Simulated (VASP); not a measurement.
# C (Fd-3m) in VASP: a series of runs

The runs below take C through relaxation of cell and atoms, with PBE.

Everything below comes from runs of VASP 6.6.1. Logs are shortened: lines on timing, memory, paths and dates and some standing lists are left out, and cuts for length are marked.

## (1) The cell of the first run

It takes space group Fd-3m (No. 227, cubic). The conventional cell has a = 3.567 Å, b = 3.567 Å, c = 3.567 Å, α = 90.00°, β = 90.00°, γ = 90.00°. C (site symmetry -43m) has 4 C at 1.54 Å within 2.1 Å.

## (2) Relaxation of cell and atoms, PBE, target pressure 2 GPa, at which the enthalpy is minimised

INCAR reads:

```
SYSTEM = C
ALGO = Normal
EDIFF = 1E-6
EDIFFG = -0.02
ENCUT = 600
GGA = PE
IBRION = 2
ISIF = 3
ISMEAR = -1
LASPH = .True.
LCHARG = .False.
LREAL = .False.
LWAVE = .False.
NELM = 80
NSW = 80
PREC = Accurate
PSTRESS = 20.0
SIGMA = 0.05
```

KPOINTS reads:

```
k-points
0
Gamma
  10 10 10
  0 0 0
```

POSCAR reads:

```
C
1.0
    0.0000000000      1.7833700000      1.7833700000
    1.7833700000      0.0000000000      1.7833700000
    1.7833700000      1.7833700000      0.0000000000
C
2
Direct
    0.0000000000      0.0000000000      0.0000000000
    0.2500000000      0.2500000000      0.2500000000
```

Potentials or basis: VASP PAW PBE potentials, release 64 (C).

Command:

```
cat potpaw_PBE.64/C/POTCAR > POTCAR
mpirun -np 1 vasp_std > vasp.out
```

OUTCAR:

```text
SYSTEM = C
   EDIFF = 1E-6
   EDIFFG = -0.02
   ENCUT = 600
   GGA = PE
   IBRION = 2
   ISIF = 3
   ISMEAR = -1
   LASPH = .True.
   LREAL = .False.
   NELM = 80
   NSW = 80
   PREC = Accurate
   PSTRESS = 20.0

 ion  position               nearest neighbor table
   1  0.000  0.000  0.000-   2 1.54   2 1.54   2 1.54   2 1.54
   2  0.250  0.250  0.250-   1 1.54   1 1.54   1 1.54   1 1.54

  LATTYP: Found a face centered cubic cell.
 ALAT       =     3.5667400000

  Lattice vectors:

 A1 = (   0.0000000000,   1.7833700000,   1.7833700000)
 A2 = (   1.7833700000,   0.0000000000,   1.7833700000)
 A3 = (   1.7833700000,   1.7833700000,   0.0000000000)

Analysis of symmetry for initial positions (statically):
=====================================================================
 Subroutine PRICEL returns:
 Original cell was already a primitive cell.

 Routine SETGRP: Setting up the symmetry group for a
 face centered cubic supercell.

 Subroutine GETGRP returns: Found 48 space group operations
 (whereof 24 operations were pure point group operations)
 out of a pool of 48 trial point group operations.

The static configuration has the point symmetry T_d .
 The point group associated with its full space group is O_h .

Analysis of symmetry for dynamics (positions and initial velocities):
=====================================================================
 Subroutine PRICEL returns:
 Original cell was already a primitive cell.

 Routine SETGRP: Setting up the symmetry group for a
 face centered cubic supercell.

 Subroutine GETGRP returns: Found 48 space group operations
 (whereof 24 operations were pure point group operations)
 out of a pool of 48 trial point group operations.

The dynamic configuration has the point symmetry T_d .
 The point group associated with its full space group is O_h .

 Subroutine INISYM returns: Found 48 space group operations
 (whereof 24 operations are pure point group operations),
 and found     1 'primitive' translations

----------------------------------------------------------------------------------------

                                     Primitive cell

  volume of cell :      11.3437

  direct lattice vectors                    reciprocal lattice vectors
     0.000000000  1.783370000  1.783370000    -0.280368067  0.280368067  0.280368067
     1.783370000  0.000000000  1.783370000     0.280368067 -0.280368067  0.280368067
     1.783370000  1.783370000  0.000000000     0.280368067  0.280368067 -0.280368067

  length of vectors
     2.522066041  2.522066041  2.522066041     0.485611737  0.485611737  0.485611737

  position of ions in fractional coordinates (direct lattice)
     0.000000000  0.000000000  0.000000000
     0.250000000  0.250000000  0.250000000

  ion indices of the primitive-cell ions
   primitive index   ion index
                 1           1
                 2           2

----------------------------------------------------------------------------------------

 KPOINTS: k-points

Automatic generation of k-mesh.
 Grid dimensions read from file:
 generate k-points for:   10   10   10

 Generating k-lattice:

  Cartesian coordinates                     Fractional coordinates (reciprocal lattice)
    -0.028036807  0.028036807  0.028036807     0.100000000  0.000000000  0.000000000
     0.028036807 -0.028036807  0.028036807     0.000000000  0.100000000  0.000000000
     0.028036807  0.028036807 -0.028036807     0.000000000  0.000000000  0.100000000

  Length of vectors
     0.048561174  0.048561174  0.048561174

  Shift w.r.t. Gamma in fractional coordinates (k-lattice)
     0.000000000  0.000000000  0.000000000

 Subroutine IBZKPT returns following result:
 ===========================================

 Found     47 irreducible k-points:

 Following reciprocal coordinates:
            Coordinates               Weight
  0.000000  0.000000  0.000000      1.000000
  0.100000  0.000000  0.000000      8.000000
  0.200000  0.000000  0.000000      8.000000
  0.300000  0.000000  0.000000      8.000000
  0.400000  0.000000  0.000000      8.000000
  0.500000  0.000000  0.000000      4.000000
[... 16 lines left out ...]
  0.300000  0.300000  0.000000      6.000000
  0.400000  0.300000  0.000000     24.000000
 [... further k-points ...]
   k-points           NKPTS =     47   k-points in BZ     NKDIM =     47   number of bands    NBANDS=      8
   number of dos      NEDOS =    301   number of ions     NIONS =      2
   total plane-waves  NPLWV =   8000
   dimension x,y,z NGX =    20 NGY =   20 NGZ =   20
   dimension x,y,z NGXF=    40 NGYF=   40 NGZF=   40
   ions per type =               2
   NGX,Y,Z   is equivalent  to a cutoff of  13.18, 13.18, 13.18 a.u.
   NGXF,Y,Z  is equivalent  to a cutoff of  26.37, 26.37, 26.37 a.u.
 SYSTEM =  C
   PREC   = accura    normal or accurate (medium, high low for compatibility)
   ISTART =      0    job   : 0-new  1-cont  2-samecut
   ICHARG =      2    charge: 1-file 2-atom 10-const
   ISPIN  =      1    spin polarized calculation?
   LNONCOLLINEAR =      F non collinear calculations
   LSORBIT =      F    spin-orbit coupling
   LASPH  =      T    aspherical Exc in radial PAW
   ENCUT  =  600.0 eV  44.10 Ry    6.64 a.u.   5.04  5.04  5.04*2*pi/ulx,y,z
   NELM   =     80;   NELMIN=  2; NELMDL= -5     # of ELM steps
   EDIFF  = 0.1E-05   stopping-criterion for ELM
   LREAL  =      F    real-space projection
   EDIFFG = -.2E-01   stopping-criterion for IOM
   NSW    =     80    number of steps for IOM
   IBRION =      2    ionic relax: 0-MD 1-quasi-New 2-CG
   NFREE  =      1    steps in history (QN), initial steepest desc. (CG)
   ISIF   =      3    stress and relaxation
   ISYM   =      2    0-nonsym 1-usesym 2-fastsym
   POTIM  = 0.5000    time-step for ionic-motion
   TEBEG  =    0.0;   TEEND  =   0.0 temperature during run
   PSTRESS=   20.0 pullay stress
   NELECT =       8.0000    total number of electrons
   NUPDOWN=      -1.0000    fix difference up-down
   EMIN   =  10.00;   EMAX   =-10.00  energy-range for DOS
   EFERMI =   0.00;   METHOD = LEGACY
   ISMEAR =    -1;   SIGMA  =   0.05  broadening in eV -4-tet -1-fermi 0-gaus
   EFERMI_NEDOS =   21; number of points for ismear=-14 and -15
   IALGO  =     38    algorithm
   IMIX   =      4    mixing-type and parameters
     AMIX     =   0.40;   BMIX     =  1.00
     AMIX_MAG =   1.60;   BMIX_MAG =  1.00
  volume/ion in A,a.u.               =       5.67        38.28
  Fermi-wavevector in a.u.,A,eV,Ry     =   1.457203  2.753714 28.891161  2.123440
  Thomas-Fermi vector in A             =   2.574032
   LORBIT       =      0    0 simple, 1 ext, 2 COOP (PROOUT), +10 PAW based schemes
   GGA     = PE    functional components
   LHFCALC =     F    Hartree Fock is set to
   AEXX    =    0.0000 exact exchange contribution
   IVDW    =     0    specifies the selected vdW correction
   LEPSILON=     F    determine dielectric tensor
   LRPA    =     F    only Hartree local field effects (RPA)
 conjugate gradient relaxation of ions
 non-spin polarized calculation
  energy-cutoff  :      600.00
  volume of cell :       11.34
 maximum number of plane-waves:       388
   NGX =  9   NGY =  9   NGZ =  9

 number of electron       7.9999999 magnetization

 Free energy of the ion-electron system (eV)
  ---------------------------------------------------
  ext. energy  EPLUGINS =         0.00000000
  ---------------------------------------------------
  free energy    TOTEN  =       -18.18997297 eV

  energy without entropy =      -18.18997297  energy(sigma->0) =      -18.18997297

 E-fermi :  10.7609     XC(G=0): -13.2507

 val. band max:        9.7285411104   @ k =   0.0000   0.0000   0.0000
 cond. band min:      13.8983109490   @ k =   0.4000   0.4000   0.0000
 fundamental gap:      4.1697698386
 Fermi energy:        10.7608877769

 k-point     1 :       0.0000    0.0000    0.0000
  band No.  band energies     occupation
      1     -11.7479      2.00000
      2       9.7285      2.00000
      3       9.7285      2.00000
      4       9.7285      2.00000
      5      15.3188      0.00000
      6      15.3188      0.00000
      7      15.3188      0.00000
      8      23.0599      0.00000

 k-point     2 :       0.1000    0.0000    0.0000
  band No.  band energies     occupation
      1     -11.4713      2.00000
      2       8.0530      2.00000
      3       9.2821      2.00000
      4       9.2821      2.00000
      5      15.9050      0.00000
      6      15.9051      0.00000
      7      16.2624      0.00000
      8      23.2963      0.00000

 k-point     3 :       0.2000    0.0000    0.0000
  band No.  band energies     occupation
      1     -10.6460      2.00000
      2       4.8480      2.00000
      3       8.4059      2.00000
      4       8.4059      2.00000
      5      17.0356      0.00000
      6      17.0356      0.00000
      7      17.4694      0.00000
      8      23.9532      0.00000

 k-point     4 :       0.3000    0.0000    0.0000
  band No.  band energies     occupation
      1      -9.2924      2.00000
      2       1.4494      2.00000
      3       7.6152      2.00000
      4       7.6152      2.00000
      5      17.8584      0.00000
      6      17.8584      0.00000
      7      18.1593      0.00000
      8      24.7557      0.00000

 k-point     5 :       0.4000    0.0000    0.0000
  band No.  band energies     occupation
      1      -7.4829      2.00000
      2      -1.6818      2.00000
      3       7.1033      2.00000
      4       7.1033      2.00000
      5      18.1492      0.00000
      6      18.1492      0.00000
      7      18.4814      0.00000
      8      25.2830      0.00000
[... 177 lines left out ...]
 k-point    22 :      -0.2000    0.2000    0.0000
  band No.  band energies     occupation
      1      -8.8446      2.00000
      2       2.7506      2.00000
      3       3.7255      2.00000
      4       7.7432      2.00000
      5      18.2159      0.00000
      6      18.3086      0.00000
      7      20.2185      0.00000
      8      23.3877      0.00000

 k-point    23 :       0.3000    0.3000    0.0000
  band No.  band energies     occupation
      1      -8.4766      2.00000
      2       3.6477      2.00000
      3       4.8428      2.00000
      4       4.8428      2.00000
      5      13.9633      0.00000
      6      18.4088      0.00000
      7      22.8217      0.00000
      8      22.8217      0.00000

 k-point    24 :       0.4000    0.3000    0.0000
  band No.  band energies     occupation
      1      -7.1586      2.00000
      2       1.6732      2.00000
      3       3.7464      2.00000
      4       4.3718      2.00000
      5      14.5206      0.00000
      6      17.7477      0.00000
      7      23.8083      0.00000
      8      23.8640      0.00000

 [... further k-points ...]
[... 5 lines left out ...]
  --------------------------------------------------------------------------------------
  -------------------------------------------------------------------------------------
  Total        0.1260499      0.1260499      0.1260499     -0.0000000      0.0000000      0.0000000
  in kB       17.8032330     17.8032330     17.8032330     -0.0000000      0.0000000      0.0000000
  external PRESSURE =      -2.1967670 kB  Pullay stress =      20.0000000 kB

 VOLUME and BASIS-vectors are now :
 -----------------------------------------------------------------------------
  energy-cutoff  :      600.00
  volume of cell :       11.34
      direct lattice vectors                 reciprocal lattice vectors
     0.000000000  1.783370000  1.783370000    -0.280368067  0.280368067  0.280368067
     1.783370000  0.000000000  1.783370000     0.280368067 -0.280368067  0.280368067
     1.783370000  1.783370000  0.000000000     0.280368067  0.280368067 -0.280368067

 POSITION                                       TOTAL-FORCE (eV/Angst)
 -----------------------------------------------------------------------------------
      0.00000      0.00000      0.00000        -0.000000      0.000000      0.000000
      0.89168      0.89168      0.89168         0.000000      0.000000      0.000000
 -----------------------------------------------------------------------------------
    total drift:                                0.000000      0.000000      0.000000

  FREE ENERGIE OF THE ION-ELECTRON SYSTEM (eV)
  ---------------------------------------------------
  free  energy   TOTEN  =       -18.1899729667 eV

  energy  without entropy=      -18.1899729667  energy(sigma->0) =      -18.18997297

  enthalpy is  TOTEN    =       -18.0483695349 eV   P V=        0.1416034318

 reached required accuracy - stopping structural energy minimisation
```

Wall time 4.6 s (1 thread of Intel Xeon Platinum 8259CL at 2.50GHz (Skylake/Cascade Lake), shared host); peak memory 0.11 GiB.

Results:

```
Free energy             : -18.1900 eV
Pressure after relaxing : 1.8 GPa
Band gap on the k mesh  : 4.17 eV, indirect (least direct gap 5.59 eV)
```

Final structure:
```xyz
2
Lattice="0.0000 1.7834 1.7834 1.7834 0.0000 1.7834 1.7834 1.7834 0.0000" Properties=species:S:1:pos:R:3 pbc="T T T"
C     0.0000    0.0000    0.0000
C     0.8917    0.8917    0.8917
```

Levels at points of the mesh, in eV from the valence-band top:
| k point | band 1 | band 2 | band 3 | band 4 | band 5 | band 6 | band 7 | band 8 |
| --- | --- | --- | --- | --- | --- | --- | --- | --- |
| (0.00, 0.00, 0.00) | -21.48 | 0.00 | 0.00 | 0.00 | 5.59 | 5.59 | 5.59 | 13.33 |
| (0.50, 0.00, 0.00) | -15.70 | -13.37 | -2.80 | -2.80 | 8.46 | 8.46 | 8.85 | 15.70 |
| (0.50, 0.50, 0.00) | -12.76 | -12.76 | -6.30 | -6.30 | 4.76 | 4.76 | 16.80 | 16.80 |

Caveat: the relaxation stopped at its first step, so nothing moved; the cell is relaxed towards a set pressure, so the enthalpy falls and the energy may rise.

## (3) Relaxation of cell and atoms, PBE, target pressure 4 GPa, at which the enthalpy is minimised

INCAR reads:

```
SYSTEM = C
PREC = Accurate ; ENCUT = 600
EDIFF = 1E-6 ; ISMEAR = -1
SIGMA = 0.05 ; LREAL = .FALSE.
LASPH = .TRUE. ; NELM = 80
ALGO = Normal ; ISIF = 3
LWAVE = .FALSE. ; LCHARG = .FALSE.
GGA = PE ; IBRION = 2
NSW = 80 ; EDIFFG = -0.02
PSTRESS = 40.0
```

KPOINTS reads:

```
Automatic mesh
0
G
  10 10 10
  0 0 0
```

POSCAR is that of step 2.

Potentials or basis: VASP PAW PBE potentials, release 64 (C).

Command:

```
cat potpaw_PBE.64/C/POTCAR > POTCAR
mpirun -np 1 vasp_std > vasp.out
```

Run time: 9 s. Hardware: 1 thread of Intel Xeon Platinum 8259CL at 2.50GHz (Skylake/Cascade Lake), shared host; peak memory 0.11 GiB.

Results (log left out):

| Item | Value |
| --- | --- |
| Free energy | -18.1890 eV |
| Relaxed volume | 5.64 Å³/atom |
| Relaxed cell | a = 2.518 Å, b = 2.518 Å, c = 2.518 Å, α = 60.00°, β = 60.00°, γ = 60.00° |
| Space group after relaxing (to 0.05 Å) | Fd-3m (No. 227) |
| Energy change on relaxing (the enthalpy is what falls) | +0.5 meV/atom |
| Ionic steps | 3 |
| Pressure after relaxing | 4.0 GPa |
| Band gap on the k mesh | 4.18 eV, indirect (least direct gap 5.60 eV) |

The path:
| step | energy change (eV) | largest force (eV/Å) | pressure (GPa) | volume (Å³) |
| --- | --- | --- | --- | --- |
| 1 | 0.0000 | 0.0000 | 1.78 | 11.34 |
| 2 | 0.0035 | 0.0000 | 6.90 | 11.22 |
| 3 | 0.0010 | 0.0000 | 4.00 | 11.29 |

Final structure:
```
C
1.0
     0.00000    1.78039    1.78039
     1.78039    0.00000    1.78039
     1.78039    1.78039    0.00000
C
2
Direct
  0.00000 0.00000 0.00000
  0.25000 0.25000 0.25000
```

Levels at points of the mesh, in eV from the valence-band top:
| k point | band 1 | band 2 | band 3 | band 4 | band 5 | band 6 | band 7 | band 8 |
| --- | --- | --- | --- | --- | --- | --- | --- | --- |
| (0.00, 0.00, 0.00) | -21.54 | 0.00 | 0.00 | 0.00 | 5.60 | 5.60 | 5.60 | 13.45 |
| (0.50, 0.00, 0.00) | -15.74 | -13.43 | -2.81 | -2.81 | 8.48 | 8.48 | 8.92 | 15.74 |
| (0.50, 0.50, 0.00) | -12.80 | -12.80 | -6.33 | -6.33 | 4.77 | 4.77 | 16.88 | 16.88 |

Caveat: the cell is relaxed towards a set pressure, so the enthalpy falls and the energy may rise.

[end of part 1 of 2]
